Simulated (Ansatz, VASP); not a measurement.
## One calculation of Ag, two programs

```
Ag
1.0
    -1.65565    1.53148    1.53148
     1.65565   -1.77983    1.77983
     1.65565    1.77983   -1.77983
Ag
1
Direct
  0.00000 0.00000 0.00000
```

Change from the starting cell: strain -0.1500 x Voigt [0, 0, 0, 1, 0, 0], atoms carried along.

Alike in both runs: task single point; functional PBE; k mesh 20 × 20 × 20; occupations gaussian, width 0.15 eV; no spin polarisation.

|  | VASP | Ansatz |
| --- | --- | --- |
| version | VASP 6.6.1 | Ansatz 0.2.0 |
| potentials or method | VASP PAW PBE potentials, release 64 (Ag), cutoff 520 eV | scalar-relativistic, plane waves, PAW |
| valence electrons in the cell | 11 | 19 |

```csv
,VASP,Ansatz,Ansatz less VASP
gap on the k mesh at the Fermi level (eV),none,none,-
pressure (GPa),1.7,1.8,+0.09
"traceless stress, the component that is largest in VASP (GPa)",8.03,8.10,+0.071
```

A gap of «none» marks a metal or a gap that the smearing closes. VASP's potentials hold 11 valence electrons a cell and Ansatz's 19, so a difference there can come from the potentials and not from the codes.
